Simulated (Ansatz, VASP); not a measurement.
**HgTe: VASP beside Ansatz**

```
Hg Te
1.0
     0.00000    3.10723    3.10723
     3.10723    0.00000    3.10723
     3.10723    3.10723    0.00000
Hg Te
1 1
Direct
  0.00000 0.00000 0.00000
  0.25000 0.25000 0.25000
```

Alike in both runs: task relaxation of cell and atoms; functional LDA; k mesh 11 × 11 × 11; occupations fermi-dirac, width 0.05 eV; no spin polarisation.

|  | VASP | Ansatz |
| --- | --- | --- |
| version | VASP 6.6.1 | Ansatz 0.2.0 |
| potentials or method | VASP PAW LDA potentials, release 64 (Hg, Te) | PAW with Ansatz's default frozen-core files, scalar-relativistic |
| plane-wave cutoff (eV) | 600 | 420 |
| valence electrons in the cell | 18 | 36 |

Ansatz gave:

```
relaxed volume (Å³/atom)                                        : 33.29
relaxed length of the cell vector where the two differ most in proportion (Å) : 4.549
```

Q: What did VASP give for the same quantities?

A: Relaxed volume (Å³/atom): 33.50; relaxed length of the cell vector where the two differ most in proportion (Å): 4.559.

LDA's correlation is that of Perdew and Zunger in VASP and of Perdew and Wang (1992) in Ansatz. VASP's potentials hold 18 valence electrons a cell and Ansatz's 36, so a difference there can come from the potentials and not from the codes.

Spin-orbit coupling is off throughout.
